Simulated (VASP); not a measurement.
# Bi2Te3 (Tellurobismuthite) in VASP: single point with PBE

Aim: the single point of Bi2Te3 (Tellurobismuthite) with PBE.

All numbers are computed with VASP 6.6.1; they aren't measurements. Logs are shortened: lines on timing, memory, paths and dates and some standing lists are left out, and cuts for length are marked.

### 1 The cell of the first run

The cell holds a slab with vacuum, 10 atoms: a = 4.448 Å, b = 4.448 Å, c = 33.229 Å, α = 90.00°, β = 90.00°, γ = 120.00°.

### 2 Single point, PBE

INCAR reads:

```
SYSTEM = Bi2Te3
ALGO = Normal
DIPOL = 0.5 0.5 0.500
EDIFF = 1E-6
ENCUT = 520
GGA = PE
IDIPOL = 3
ISIF = 2
ISMEAR = 0
LASPH = .True.
LCHARG = .True.
LDIPOL = .True.
LELF = .True.
LREAL = .False.
LVACPOTAV = .True.
LVHAR = .True.
LWAVE = .False.
NBANDS = 59
NELM = 100
PREC = Accurate
SIGMA = 0.05
```

KPOINTS reads:

```
k-points
0
Gamma
  9 9 1
  0 0 0
```

POSCAR reads:

```
Bi2Te3
1.0
    4.4481398131      0.0000000000      0.0000000000
   -2.2240699066      3.8522020778      0.0000000000
    0.0000000000      0.0000000000     33.2289777805
Te Bi
6 4
Direct
    0.0000000000      0.0000000000      0.2260137103
    0.6666666667      0.3333333333      0.3393148879
    0.3333333333      0.6666666667      0.4529102077
    0.6666666667      0.3333333333      0.5470899126
    0.3333333333      0.6666666667      0.6606821092
    0.0000000000      0.0000000000      0.7739859317
    0.3333333333      0.6666666667      0.2774019424
    0.0000000000      0.0000000000      0.4011357175
    0.0000000000      0.0000000000      0.5988662579
    0.6666666667      0.3333333333      0.7225993229
```

Potentials or basis: VASP PAW PBE potentials, release 64 (Te, Bi_d).

Run with:

```
$ cat potpaw_PBE.64/Te/POTCAR potpaw_PBE.64/Bi_d/POTCAR > POTCAR
$ mpirun -np 1 vasp_std > vasp.out
```

OUTCAR:

```text
SYSTEM = Bi2Te3
   EDIFF = 1E-6
   ENCUT = 520
   GGA = PE
   ISIF = 2
   ISMEAR = 0
   LASPH = .True.
   LREAL = .False.
   NELM = 100
   PREC = Accurate

 ion  position               nearest neighbor table
   1  0.000  0.000  0.226-   7 3.08   7 3.08   7 3.08
   2  0.667  0.333  0.339-   8 3.29   8 3.29   8 3.29   7 3.29   7 3.29   7 3.29
   3  0.333  0.667  0.453-   8 3.09   8 3.09   8 3.09
   4  0.667  0.333  0.547-   9 3.09   9 3.09   9 3.09
   5  0.333  0.667  0.661-   9 3.29   9 3.29   9 3.29  10 3.29  10 3.29  10 3.29
   6  0.000  0.000  0.774-  10 3.08  10 3.08  10 3.08
   7  0.333  0.667  0.277-   1 3.08   1 3.08   1 3.08   2 3.29   2 3.29   2 3.29
   8  0.000  0.000  0.401-   3 3.09   3 3.09   3 3.09   2 3.29   2 3.29   2 3.29
   9  0.000  0.000  0.599-   4 3.09   4 3.09   4 3.09   5 3.29   5 3.29   5 3.29
  10  0.667  0.333  0.723-   6 3.08   6 3.08   6 3.08   5 3.29   5 3.29   5 3.29

  LATTYP: Found a hexagonal cell.
 ALAT       =     4.4481398131
 C/A-ratio  =     7.4703087530

  Lattice vectors:

 A1 = (   4.4481398131,   0.0000000000,   0.0000000000)
 A2 = (  -2.2240699066,   3.8522020778,   0.0000000000)
 A3 = (   0.0000000000,   0.0000000000,  33.2289777805)

Analysis of symmetry for initial positions (statically):
=====================================================================
 Subroutine PRICEL returns:
 Original cell was already a primitive cell.

 Routine SETGRP: Setting up the symmetry group for a
 hexagonal supercell.

 Subroutine GETGRP returns: Found 12 space group operations
 (whereof 12 operations were pure point group operations)
 out of a pool of 24 trial point group operations.

The static configuration has the point symmetry D_3d.

Analysis of symmetry for dynamics (positions and initial velocities):
=====================================================================
 Subroutine PRICEL returns:
 Original cell was already a primitive cell.

 Routine SETGRP: Setting up the symmetry group for a
 hexagonal supercell.

 Subroutine GETGRP returns: Found 12 space group operations
 (whereof 12 operations were pure point group operations)
 out of a pool of 24 trial point group operations.

The dynamic configuration has the point symmetry D_3d.

 Subroutine INISYM returns: Found 12 space group operations
 (whereof 12 operations are pure point group operations),
 and found     1 'primitive' translations

----------------------------------------------------------------------------------------

                                     Primitive cell

  volume of cell :     569.3830

  direct lattice vectors                    reciprocal lattice vectors
     4.448139813  0.000000000  0.000000000     0.224813077  0.129795891  0.000000000
    -2.224069907  3.852202078  0.000000000     0.000000000  0.259591781  0.000000000
     0.000000000  0.000000000 33.228977781     0.000000000  0.000000000  0.030094215

  length of vectors
     4.448139813  4.448139813 33.228977781     0.259591781  0.259591781  0.030094215

  position of ions in fractional coordinates (direct lattice)
     0.000000000  0.000000000  0.226013710
     0.666666667  0.333333333  0.339314888
     0.333333333  0.666666667  0.452910208
     0.666666667  0.333333333  0.547089913
     0.333333333  0.666666667  0.660682109
     0.000000000  0.000000000  0.773985932
     0.333333333  0.666666667  0.277401942
     0.000000000  0.000000000  0.401135717
     0.000000000  0.000000000  0.598866258
     0.666666667  0.333333333  0.722599323

  ion indices of the primitive-cell ions
   primitive index   ion index
                 1           1
                 2           2
                 3           3
                 4           4
                 5           5
                 6           6
                 7           7
                 8           8
                 9           9
                10          10

----------------------------------------------------------------------------------------

 KPOINTS: k-points

Automatic generation of k-mesh.
 Grid dimensions read from file:
 generate k-points for:    9    9    1

 Generating k-lattice:

  Cartesian coordinates                     Fractional coordinates (reciprocal lattice)
     0.024979231  0.014421766  0.000000000     0.111111111  0.000000000  0.000000000
     0.000000000  0.028843531  0.000000000     0.000000000  0.111111111  0.000000000
     0.000000000  0.000000000  0.030094215     0.000000000  0.000000000  1.000000000

  Length of vectors
     0.028843531  0.028843531  0.030094215

  Shift w.r.t. Gamma in fractional coordinates (k-lattice)
     0.000000000  0.000000000  0.000000000

 Subroutine IBZKPT returns following result:
 ===========================================

 Found     12 irreducible k-points:

 Following reciprocal coordinates:
            Coordinates               Weight
  0.000000  0.000000  0.000000      1.000000
  0.111111  0.000000  0.000000      6.000000
  0.222222  0.000000  0.000000      6.000000
  0.333333  0.000000  0.000000      6.000000
  0.444444  0.000000  0.000000      6.000000
  0.111111  0.111111  0.000000      6.000000
  0.222222  0.111111  0.000000     12.000000
  0.333333  0.111111  0.000000     12.000000
  0.444444  0.111111  0.000000      6.000000
  0.222222  0.222222  0.000000      6.000000
  0.333333  0.222222  0.000000     12.000000
  0.333333  0.333333  0.000000      2.000000
   k-points           NKPTS =     12   k-points in BZ     NKDIM =     12   number of bands    NBANDS=     59
   number of dos      NEDOS =    301   number of ions     NIONS =     10
   total plane-waves  NPLWV = 324000
   dimension x,y,z NGX =    36 NGY =   36 NGZ =  250
   dimension x,y,z NGXF=    72 NGYF=   72 NGZF=  500
   ions per type =               6   4
   NGX,Y,Z   is equivalent  to a cutoff of  13.45, 13.45, 12.51 a.u.
   NGXF,Y,Z  is equivalent  to a cutoff of  26.91, 26.91, 25.02 a.u.
 SYSTEM =  Bi2Te3
   PREC   = accura    normal or accurate (medium, high low for compatibility)
   ISTART =      0    job   : 0-new  1-cont  2-samecut
   ICHARG =      2    charge: 1-file 2-atom 10-const
   ISPIN  =      1    spin polarized calculation?
   LNONCOLLINEAR =      F non collinear calculations
   LSORBIT =      F    spin-orbit coupling
   LASPH  =      T    aspherical Exc in radial PAW
   ENCUT  =  520.0 eV  38.22 Ry    6.18 a.u.   8.27  8.27 61.78*2*pi/ulx,y,z
   NELM   =    100;   NELMIN=  2; NELMDL= -5     # of ELM steps
   EDIFF  = 0.1E-05   stopping-criterion for ELM
   LREAL  =      F    real-space projection
   EDIFFG = 0.1E-04   stopping-criterion for IOM
   NSW    =      0    number of steps for IOM
   IBRION =     -1    ionic relax: 0-MD 1-quasi-New 2-CG
   NFREE  =      0    steps in history (QN), initial steepest desc. (CG)
   ISIF   =      2    stress and relaxation
   ISYM   =      2    0-nonsym 1-usesym 2-fastsym
   POTIM  = 0.5000    time-step for ionic-motion
   TEBEG  =    0.0;   TEEND  =   0.0 temperature during run
   PSTRESS=    0.0 pullay stress
   NELECT =      96.0000    total number of electrons
   NUPDOWN=      -1.0000    fix difference up-down
   EMIN   =  10.00;   EMAX   =-10.00  energy-range for DOS
   EFERMI =   0.00;   METHOD = LEGACY
   ISMEAR =     0;   SIGMA  =   0.05  broadening in eV -4-tet -1-fermi 0-gaus
   EFERMI_NEDOS =   21; number of points for ismear=-14 and -15
   IALGO  =     38    algorithm
   IMIX   =      4    mixing-type and parameters
     AMIX     =   0.40;   BMIX     =  1.00
     AMIX_MAG =   1.60;   BMIX_MAG =  1.00
  volume/ion in A,a.u.               =      56.94       384.24
  Fermi-wavevector in a.u.,A,eV,Ry     =   0.904407  1.709081 11.128904  0.817951
  Thomas-Fermi vector in A             =   2.027850
   LORBIT       =      0    0 simple, 1 ext, 2 COOP (PROOUT), +10 PAW based schemes
   GGA     = PE    functional components
   LHFCALC =     F    Hartree Fock is set to
   AEXX    =    0.0000 exact exchange contribution
   IVDW    =     0    specifies the selected vdW correction
   LEPSILON=     F    determine dielectric tensor
   LRPA    =     F    only Hartree local field effects (RPA)
 non-spin polarized calculation
 Gauss-broadening in eV      SIGMA  =   0.05
  energy-cutoff  :      520.00
  volume of cell :      569.38
 maximum number of plane-waves:     15369
 NGX is ok and might be reduce to    36
   NGX = 17   NGY = 17   NGZ =123

 number of electron      96.0000004 magnetization

 dipolmoment           0.000000      0.000000     -0.000139 electrons x Angstroem

 Free energy of the ion-electron system (eV)
  ---------------------------------------------------
  ext. energy  EPLUGINS =         0.00000000
  ---------------------------------------------------
  free energy    TOTEN  =       -36.75997998 eV

  energy without entropy =      -36.75997998  energy(sigma->0) =      -36.75997998

 E-fermi :   1.5366     XC(G=0):  -6.1009

 val. band max:        1.2825581794   @ k =   0.0000   0.0000   0.0000
 cond. band min:       1.9466866221   @ k =   0.0000   0.0000   0.0000
 fundamental gap:      0.6641284426
 Fermi energy:         1.5365869627

 k-point     1 :       0.0000    0.0000    0.0000
  band No.  band energies     occupation
      1     -21.5424      2.00000
      2     -21.5424      2.00000
      3     -21.5416      2.00000
      4     -21.5416      2.00000
      5     -21.5362      2.00000
      6     -21.5353      2.00000
[... 51 lines left out ...]
     58       3.5132      0.00000
     59       3.6252      0.00000

 k-point     2 :       0.1111    0.0000    0.0000
  band No.  band energies     occupation
      1     -21.5431      2.00000
      2     -21.5422      2.00000
      3     -21.5413      2.00000
      4     -21.5404      2.00000
      5     -21.5355      2.00000
      6     -21.5346      2.00000
[... 609 lines left out ...]
     58       5.2990      0.00000
     59       5.3901      0.00000

 k-point    12 :       0.3333    0.3333    0.0000
  band No.  band energies     occupation
      1     -21.5448      2.00000
      2     -21.5439      2.00000
      3     -21.5413      2.00000
      4     -21.5405      2.00000
      5     -21.5324      2.00000
      6     -21.5323      2.00000
[... 51 lines left out ...]
     58       5.5290      0.00000
     59       5.5396      0.00000

------------------------ aborting loop because EDIFF is reached ----------------------------------------

  FORCE on cell =-STRESS in cart. coord.  units (eV):
  Direction    XX          YY          ZZ          XY          YZ          ZX
  --------------------------------------------------------------------------------------
  -------------------------------------------------------------------------------------
  Total       -0.3510466     -0.3510466     -0.1107628      0.0000000     -0.0000000      0.0000000
  in kB       -0.9878042     -0.9878042     -0.3116737      0.0000000     -0.0000000      0.0000000
  external PRESSURE =      -0.7624274 kB  Pullay stress =       0.0000000 kB

 VOLUME and BASIS-vectors are now :
 -----------------------------------------------------------------------------
  energy-cutoff  :      520.00
  volume of cell :      569.38
      direct lattice vectors                 reciprocal lattice vectors
     4.448139813  0.000000000  0.000000000     0.224813077  0.129795891  0.000000000
    -2.224069907  3.852202078  0.000000000     0.000000000  0.259591781  0.000000000
     0.000000000  0.000000000 33.228977781     0.000000000  0.000000000  0.030094215

 POSITION                                       TOTAL-FORCE (eV/Angst)
 -----------------------------------------------------------------------------------
      0.00000      0.00000      7.51020        -0.000000      0.000000     -0.007827
      2.22407      1.28407     11.27509         0.000000      0.000000      0.001492
     -0.00000      2.56813     15.04974         0.000000      0.000000      0.010516
      2.22407      1.28407     18.17924         0.000000      0.000000     -0.010516
     -0.00000      2.56813     21.95379        -0.000000     -0.000000     -0.001492
      0.00000      0.00000     25.71876         0.000000      0.000000      0.007827
     -0.00000      2.56813      9.21778         0.000000      0.000000      0.008651
      0.00000      0.00000     13.32933        -0.000000     -0.000000     -0.010720
      0.00000      0.00000     19.89971        -0.000000      0.000000      0.010720
      2.22407      1.28407     24.01124        -0.000000     -0.000000     -0.008651
 -----------------------------------------------------------------------------------
    total drift:                               -0.000000      0.000000     -0.100313

  FREE ENERGIE OF THE ION-ELECTRON SYSTEM (eV)
  ---------------------------------------------------
  free  energy   TOTEN  =       -36.7599799780 eV

  energy  without entropy=      -36.7599799780  energy(sigma->0) =      -36.75997998

 vacuum level on the upper side and lower side of the slab         6.551         6.552
```

It took 13 min on 1 thread of AMD EPYC 7R43 (Zen 3), shared host; peak memory 0.79 GiB.

What came out:

```yaml
Free_energy: -36.7600 eV
Largest_force: 0.011 eV/Å
Band_gap_on_the_k_mesh: 0.66 eV, direct
```

Forces on the atoms (eV/Å):
```
Te   0.000  0.000 -0.008
Te   0.000  0.000  0.001
Te   0.000  0.000  0.011
Te   0.000  0.000 -0.011
Te   0.000  0.000 -0.001
Te   0.000  0.000  0.008
Bi   0.000  0.000  0.009
Bi   0.000  0.000 -0.011
Bi   0.000  0.000  0.011
Bi   0.000  0.000 -0.009
```

Levels at points of the mesh, in eV from the valence-band top:
| k point | band 45 | band 46 | band 47 | band 48 | band 49 | band 50 | band 51 | band 52 |
| --- | --- | --- | --- | --- | --- | --- | --- | --- |
| (0.00, 0.00, 0.00) | -0.55 | -0.49 | -0.49 | 0.00 | 0.66 | 0.81 | 1.29 | 1.29 |

Caveat: spin-orbit coupling is left out, which moves the levels of the heavy elements.
